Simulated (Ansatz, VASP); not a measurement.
## Two plane-wave programs on ZnSe

```
Zn Se
1.0
     0.00000    2.86592    2.86592
     2.86592    0.00000    2.86592
     2.86592    2.86592    0.00000
Zn Se
1 1
Cartesian
  0.0000 0.0000 0.0000
  1.4330 1.4330 1.4330
```

Alike in both runs: task single point; functional PBE; k mesh 8 × 8 × 8; occupations gaussian, width 0.02 eV; non-collinear spin, spin-orbit coupling.

```csv
,VASP,Ansatz
version,VASP 6.6.1,Ansatz 0.2.0
potentials or method,"VASP PAW PBE potentials, release 64 (Zn, Se), cutoff 500 eV","plane waves, PAW"
valence electrons in the cell,18,28
```

```csv
,VASP,Ansatz,Ansatz less VASP
net moment per atom (μB),0.00,0.00,0.000
```

VASP's potentials hold 18 valence electrons a cell and Ansatz's 28, so a difference there can come from the potentials and not from the codes.
